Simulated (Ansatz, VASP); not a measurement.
# Hf in VASP and in Ansatz

```xyz
5
Lattice="3.2032 0.0000 0.0000 -1.6016 2.7741 0.0000 0.0000 0.0000 26.1459" Properties=species:S:1:pos:R:3 pbc="T T T"
Hf    0.0000    0.0000    8.1063
Hf    0.0000    1.8494   10.4863
Hf    0.0000    0.0000   13.0729
Hf    0.0000    1.8494   15.6596
Hf    0.0000    0.0000   18.0396
```

Alike in both runs: functional PBE; k mesh 12 × 12 × 1; occupations fermi-dirac, width 0.1 eV; no spin polarisation.

Ansatz relaxed the structure, and its values are those at the end. VASP's run is a single point on that final structure, the one shown.

|  | VASP | Ansatz |
| --- | --- | --- |
| version | VASP 6.6.1 | Ansatz 0.2.0 |
| potentials or method | VASP PAW PBE potentials, release 64 (Hf_pv), cutoff 520 eV | all-electron LAPW, scalar-relativistic |

VASP gave:

```
rms of the force components (eV/Å) : 0.021
```

Question: Which values does Ansatz return?

Answer: rms of the force components (eV/Å): 0.001.

Ansatz ran all-electron here, and VASP with PAW potentials.

Neither program's run includes spin-orbit coupling.
